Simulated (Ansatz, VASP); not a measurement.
**Two plane-wave programs on ScNb**

File INCAR:

```
ALGO     = Normal         # electronic algorithm
EDIFF    = 1E-6           # SCF threshold, eV
ENCUT    = 500            # plane-wave cutoff, eV
GGA      = PE             # functional
GGA_COMPAT= False        
ISIF     = 2              # what is computed and relaxed
ISMEAR   = 0              # smearing method
LASPH    = True           # aspherical terms in the spheres
LCHARG   = False          # write CHGCAR
LREAL    = False          # projectors in reciprocal space
LWAVE    = False          # write WAVECAR
NBANDS   = 19             # bands
NELM     = 120            # most SCF steps
PREC     = Accurate       # precision mode
SIGMA    = 0.1            # smearing width, eV
```

KPOINTS

```
k-points
0
Gamma
  6 6 4
```

POSCAR

```
ScNb
1.0
    3.0656443612      0.0000000000      0.0000000000
   -1.5328221806      2.6549258957      0.0000000000
    0.0000000000      0.0000000000      5.0721940000
Sc Nb
1 1
Direct
    0.0000000000      0.0000000000      0.0000000000
    0.3333333333      0.6666666667      0.5000000000
```

Input for Ansatz:

```yaml
crystal:
  lattice:
    - [3.0656443612, 0.0, 0.0]
    - [-1.5328221806, 2.6549258957, 0.0]
    - [0.0, 0.0, 5.072194]
  atoms:
    - { symbol: Sc, position: [0.0, 0.0, 0.0] }
    - { symbol: Nb, position: [0.3333333333, 0.6666666667, 0.5] }
basis:
  ecutwfc: 420
kpoints:
  mp_grid: { grid: [6, 6, 4] }
hamiltonian:
  xc: pbe
scf:
  occupations: { method: gaussian, width: 0.1 }
  n_extra_bands: 8
  algorithm: density_mixing
  max_iter: 67
output:
  forces: true
  stress: true
  eigenvalues: true
```

Alike in both runs: task single point; functional PBE; k mesh 6 × 6 × 4; occupations gaussian, width 0.1 eV; no spin polarisation.

```csv
,VASP,Ansatz
version,VASP 6.6.1,Ansatz 0.2.0
potentials or method,"VASP PAW PBE potentials, release 64 (Sc_sv, Nb_sv), cutoff 500 eV","scalar-relativistic, plane waves, PAW"
valence electrons in the cell,24,24
```

Ansatz gave:

* gap on the k mesh at the Fermi level (eV): none
* pressure (GPa): -0.4
* traceless stress, the component that is largest in VASP (GPa): 0.83

Task: What did VASP give for the same quantities?

Result: gap on the k mesh at the Fermi level (eV): none; pressure (GPa): -0.5; traceless stress, the component that is largest in VASP (GPa): 0.86.

A gap of «none» marks a metal or a gap that the smearing closes.

The k mesh is coarse, so the values compare programs but aren't converged.
